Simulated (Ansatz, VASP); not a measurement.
## CsSi4Sb2 in VASP and in Ansatz

```
CELL_PARAMETERS angstrom
0.00000 5.55180 3.82054
4.69855 0.00000 3.82054
4.69855 5.55180 0.00000
ATOMIC_POSITIONS crystal
Cs 0.08572 0.08572 0.91428
Si 0.60230 0.56913 0.18232
Si 0.56913 0.60230 0.64626
Si 0.35374 0.81768 0.43087
Si 0.81768 0.35374 0.39770
Sb 0.83571 0.83571 0.66429
Sb 0.33571 0.33571 0.16429
```

Alike in both runs: functional PBE; k mesh 6 × 6 × 6; occupations gaussian, width 0.1 eV; no spin polarisation.

Ansatz relaxed the structure, and its values are those at the end. VASP's run is a single point on that final structure, the one shown.

```csv
,VASP,Ansatz
version,VASP 6.6.1,Ansatz 0.2.0
potentials or method,"VASP PAW PBE potentials, release 64 (Cs_sv, Si, Sb), cutoff 520 eV","scalar-relativistic, plane waves, PAW"
valence electrons in the cell,35,55
```

|  | VASP | Ansatz | Ansatz less VASP |
| --- | --- | --- | --- |
| gap on the k mesh at the Fermi level (eV) | none | none | - |
| pressure (GPa) | 0.1 | 0.0 | -0.06 |
| rms of the force components (eV/Å) | 0.008 | 0.000 | -0.0073 |

A gap of «none» marks a metal or a gap that the smearing closes. VASP's potentials hold 35 valence electrons a cell and Ansatz's 55, so a difference there can come from the potentials and not from the codes. Ansatz's warnings: near symmetry operation missed by atoms.

Neither program's run includes spin-orbit coupling.
